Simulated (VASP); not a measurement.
# Tc (P6_3/mmc) in VASP: a series of runs, part 2 of 2

VASP 6.6.1.

**5. Relaxation of cell and atoms, PBEsol, target pressure 20 GPa, at which the enthalpy is minimised**

INCAR reads:

```
PREC = Accurate
ENCUT = 600
EDIFF = 1E-6
ISMEAR = -1
SIGMA = 0.05
LREAL = F
LASPH = T
NELM = 60
ALGO = Fast
ISIF = 3
LWAVE = F
LCHARG = F
GGA = PS
IBRION = 2
NSW = 60
EDIFFG = -0.01
PSTRESS = 200.0
```

KPOINTS reads:

```
regular mesh
0
Gamma
  11 11 6
```

POSCAR reads:

```
Tc
1.0
    2.7400000000      0.0000000000      0.0000000000
   -1.3700000000      2.3729096064      0.0000000000
    0.0000000000      0.0000000000      4.3980000000
Tc
2
Direct
    0.6666666667      0.3333333333      0.7500000000
    0.3333333333      0.6666666667      0.2500000000
```

Potentials or basis: VASP PAW PBE potentials, release 64 (Tc_pv).

Run with:

```sh
> cat potpaw_PBE.64/Tc_pv/POTCAR > POTCAR
> mpirun -np 1 vasp_std > vasp.out
```

OUTCAR:

```text
PREC = Accurate
   ENCUT = 600
   EDIFF = 1E-6
   ISMEAR = -1
   LREAL = F
   LASPH = T
   NELM = 60
   ISIF = 3
   GGA = PS
   IBRION = 2
   NSW = 60
   EDIFFG = -0.01
   PSTRESS = 200.0

 ion  position               nearest neighbor table
   1  0.667  0.333  0.750-   2 2.71   2 2.71   2 2.71   2 2.71   2 2.71   2 2.71
   2  0.333  0.667  0.250-   1 2.71   1 2.71   1 2.71   1 2.71   1 2.71   1 2.71

  LATTYP: Found a hexagonal cell.
 ALAT       =     2.7400000000
 C/A-ratio  =     1.6051094891

  Lattice vectors:

 A1 = (   2.7400000000,   0.0000000000,   0.0000000000)
 A2 = (  -1.3700000000,   2.3729096064,   0.0000000000)
 A3 = (   0.0000000000,   0.0000000000,   4.3980000000)

Analysis of symmetry for initial positions (statically):
[... 335 lines left out ...]
  free energy    TOTEN  =       -22.45554877 eV

  energy without entropy =      -22.43963326  energy(sigma->0) =      -22.44759102

 E-fermi :  13.8759     XC(G=0): -14.4034

 val. band max:       13.8581337038   @ k =   0.3636   0.2727   0.5000
 cond. band min:      13.9142134411   @ k =   0.1818   0.0909   0.3333
 fundamental gap:      0.0560797373
 Fermi energy:        13.8759071716

 k-point     1 :       0.0000    0.0000    0.0000
  band No.  band energies     occupation
      1     -25.7384      2.00000
      2     -24.3101      2.00000
      3     -24.3101      2.00000
      4     -24.0747      2.00000
      5     -24.0747      2.00000
      6     -24.0244      2.00000
[... 457 lines left out ...]
      4     -24.4646      2.00000
      5     -24.2228      2.00000
      6     -24.1708      2.00000
[... 9 lines left out ...]
     16      14.9850      0.00000
     17      17.1130      0.00000

 [... further k-points ...]

------------------------ aborting loop because EDIFF is reached ----------------------------------------

  FORCE on cell =-STRESS in cart. coord.  units (eV):
  Direction    XX          YY          ZZ          XY          YZ          ZX
  --------------------------------------------------------------------------------------
  -------------------------------------------------------------------------------------
  Total        3.3144858      3.3144858      3.2961097      0.0000000     -0.0000000      0.0000000
  in kB      200.5396595    200.5396595    199.4278285      0.0000000     -0.0000000      0.0000000
  external PRESSURE =       0.1690492 kB  Pullay stress =     200.0000000 kB
[... 21 lines left out ...]
  energy  without entropy=      -22.4396332648  energy(sigma->0) =      -22.44759102

  enthalpy is  TOTEN    =       -19.1499823467 eV   P V=        3.3055664237

 reached required accuracy - stopping structural energy minimisation
```

It took 94 s on 1 thread of Intel Xeon 6975P-C, shared host; peak memory 0.19 GiB.

What came out:

```
Free energy                                            : -22.4555 eV
Relaxed volume                                         : 13.24 Å³/atom
Relaxed cell                                           : a = 2.671 Å, b = 2.671 Å, c = 4.287 Å, α = 90.00°, β = 90.00°, γ = 120.00°
Space group after relaxing (to 0.05 Å)                 : P6_3/mmc (No. 194)
Energy change on relaxing (the enthalpy is what falls) : +36.4 meV/atom
Ionic steps                                            : 5
Pressure after relaxing                                : 20.0 GPa
Band gap on the k mesh                                 : zero (band 13 reaches 15.47 eV, above the bottom of band 14 at 11.98 eV)
```

The path:
| step | energy change (eV) | largest force (eV/Å) | pressure (GPa) | volume (Å³) |
| --- | --- | --- | --- | --- |
| 1 | 0.0000 | 0.0000 | -7.08 | 28.59 |
| 2 | 4.5932 | 0.0000 | 243.87 | 19.72 |
| 3 | 0.0429 | 0.0000 | 15.90 | 26.75 |
| 4 | 0.0632 | 0.0000 | 18.75 | 26.56 |
| 5 | 0.0729 | 0.0000 | 20.02 | 26.48 |

Final structure:
```
CELL_PARAMETERS angstrom
2.67083 0.00000 0.00000
-1.33541 2.31301 0.00000
0.00000 0.00000 4.28651
ATOMIC_POSITIONS crystal
Tc 0.66667 0.33333 0.75000
Tc 0.33333 0.66667 0.25000
```

Levels at points of the mesh, in eV from the Fermi level:
```tsv
k point	band 9	band 10	band 11	band 12	band 13	band 14	band 15	band 16	band 17
(0.00, 0.00, 0.00)	-1.76	-1.76	-1.68	-0.94	-0.94	-0.14	-0.14	1.89	2.84
(0.00, 0.00, 0.50)	-2.03	-2.03	-1.90	-1.90	-1.90	-1.90	2.10	2.10	2.10
```

Caveat: the cell is relaxed towards a set pressure, so the enthalpy falls and the energy may rise; the PAW data sets were made with another functional, which shifts forces and pressure a little.

**6. Relaxation of cell and atoms, PBEsol, target pressure 30 GPa, at which the enthalpy is minimised**

INCAR reads:

```
ALGO = Normal
EDIFF = 1E-6
EDIFFG = -0.01
ENCUT = 600
GGA = PS
IBRION = 2
ISIF = 3
ISMEAR = -1
LASPH = True
LCHARG = False
LREAL = False
LWAVE = False
NELM = 100
NSW = 60
PREC = Accurate
PSTRESS = 300.0
SIGMA = 0.05
```

KPOINTS reads:

```
k-points
0
Gamma
  11 11 6
```

POSCAR is that of step 5.

Potentials or basis: VASP PAW PBE potentials, release 64 (Tc_pv).

Run with:

```sh
> cat potpaw_PBE.64/Tc_pv/POTCAR > POTCAR
> mpirun -np 1 vasp_std > vasp.out
```

Run time: 3.4 min. Hardware: 1 thread of Intel Xeon 6975P-C, shared host; peak memory 0.19 GiB.

Results (log left out):

| Item | Value |
| --- | --- |
| Free energy | -22.3616 eV |
| Relaxed volume | 12.94 Å³/atom |
| Relaxed cell | a = 2.651 Å, b = 2.651 Å, c = 4.252 Å, α = 90.00°, β = 90.00°, γ = 120.00° |
| Space group after relaxing (to 0.05 Å) | P6_3/mmc (No. 194) |
| Energy change on relaxing (the enthalpy is what falls) | +83.4 meV/atom |
| Ionic steps | 19 |
| Pressure after relaxing | 30.0 GPa |
| Band gap on the k mesh | zero (band 13 reaches 15.94 eV, above the bottom of band 14 at 12.33 eV) |

The path:
```csv
step,energy change (eV),largest force (eV/Å),pressure (GPa),volume (Å³)
1,0.0000,0.0000,-7.10,28.59
2,10.5184,0.0000,469.69,16.97
3,0.0826,0.0000,21.16,26.40
4,0.1314,0.0000,26.57,26.08
5,0.1668,0.0000,30.01,25.88
6,0.1571,0.0000,29.12,25.93
7,0.1579,0.0000,29.13,25.92
8,0.1591,0.0000,29.23,25.92
9,0.1598,0.0000,29.30,25.91
10,0.1618,0.0000,29.53,25.90
11,0.1659,0.0000,29.91,25.88
12,0.1674,0.0000,30.05,25.87
13,0.1672,0.0000,30.08,25.87
14,0.1666,0.0000,30.03,25.88
15,0.1667,0.0000,29.97,25.88
16,0.1670,0.0000,30.00,25.88
17,0.1670,0.0000,30.02,25.88
18,0.1670,0.0000,30.02,25.88
19,0.1668,0.0000,30.01,25.88
```

Final structure:
```
Tc
1.0
     2.65091    0.00000    0.00000
    -1.32545    2.29575    0.00000
     0.00000    0.00000    4.25185
Tc
2
Direct
  0.66667 0.33333 0.75000
  0.33333 0.66667 0.25000
```

Levels at points of the mesh, in eV from the Fermi level:
```
           k point  band 11  band 12  band 13  band 14  band 15  band 16
(0.00, 0.00, 0.00)    -1.74    -0.98    -0.98    -0.16    -0.16     1.99
(0.00, 0.00, 0.50)    -1.98    -1.98    -1.98    -1.98     2.17     2.17
```

Caveat: the cell is relaxed towards a set pressure, so the enthalpy falls and the energy may rise; the PAW data sets were made with another functional, which shifts forces and pressure a little.

**7. Overview**

| cell | gap on the mesh (eV) | pressure (GPa) |
| --- | --- | --- |
| relaxed to 2 GPa | none | 2.0 |
| relaxed to 5 GPa | none | 4.9 |
| relaxed to 10 GPa | none | 10.1 |
| relaxed to 20 GPa | none | 20.0 |
| relaxed to 30 GPa | none | 30.0 |

Alike in all rows: task relaxation of cell and atoms; level PBEsol; potentials or basis VASP PAW PBE potentials, release 64 (Tc_pv); no spin polarisation; k mesh 11 × 11 × 6; cutoff (eV) 600; smearing fermi-dirac 0.05 eV.

Caveats: the cell is relaxed towards a set pressure, so the enthalpy falls and the energy may rise; the PAW data sets were made with another functional, which shifts forces and pressure a little.

Absolute energies hang on the potentials; compare differences alone.
